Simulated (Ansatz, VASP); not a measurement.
# One calculation of As, two programs

```
As
1.0
     1.88080    1.08588    3.51406
    -1.88080    1.08588    3.51406
     0.00000   -2.17176    3.51406
As
2
Direct
  0.22600 0.22600 0.22600
  0.77400 0.77400 0.77400
```

Alike in both runs: task single point; functional PBE; k mesh 9 × 9 × 9; occupations gaussian, width 0.019 eV; no spin polarisation.

|  | VASP | Ansatz |
| --- | --- | --- |
| version | VASP 6.6.1 | Ansatz 0.2.0 |
| potentials or method | VASP PAW PBE potentials, release 64 (As) | Ansatz PAW |
| plane-wave cutoff (eV) | 520 | 420 |
| valence electrons in the cell | 10 | 30 |

|  | VASP | Ansatz | Ansatz less VASP |
| --- | --- | --- | --- |
| gap on the k mesh at the Fermi level (eV) | none | none | - |
| pressure (GPa) | 4.1 | 3.7 | -0.33 |
| traceless stress, the component that is largest in VASP (GPa) | -0.40 | -0.30 | +0.098 |
| rms of the force components (eV/Å) | 0.284 | 0.249 | -0.0352 |

Atom by atom the forces differ by 0.035 eV/Å (rms over components). A gap of «none» marks a metal or a gap that the smearing closes. VASP's potentials hold 10 valence electrons a cell and Ansatz's 30, so a difference there can come from the potentials and not from the codes.
